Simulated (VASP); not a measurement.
A run of VASP 6.6.1 is set up as follows.

File INCAR:

```
PREC = Accurate
ENCUT = 600
EDIFF = 1E-6
ISMEAR = -1
SIGMA = 0.02
LREAL = F
LASPH = T
NELM = 120
ALGO = Normal
ISIF = 2
LWAVE = F
LCHARG = T
GGA = PE
LELF = T
LVHAR = T
NBANDS = 11
GGA_COMPAT = F
```

File KPOINTS:

```
regular mesh
0
Gamma
  8 8 8
```

POSCAR

```
MgSe
1.0
    0.0000000000      2.7089066825      2.7089066825
    2.7089066825      0.0000000000      2.7089066825
    2.7089066825      2.7089066825      0.0000000000
Mg Se
1 1
Direct
    0.0000000000      0.0000000000      0.0000000000
    0.5000000000      0.5000000000      0.5000000000
```

Potentials or basis: VASP PAW PBE potentials, release 64 (Mg, Se).

Run with:

```bash
$ cat potpaw_PBE.64/Mg/POTCAR potpaw_PBE.64/Se/POTCAR > POTCAR
$ mpirun -np 1 vasp_std > vasp.out
```

What does it give for the band gap on the k mesh?

1.83 eV (least direct gap 2.72 eV).

What does it give for the pressure?

3.2 GPa.

Caveat: the cell differs from its parent crystal (strain -1.0%); the cell stands under pressure. A k mesh can miss the band edges.
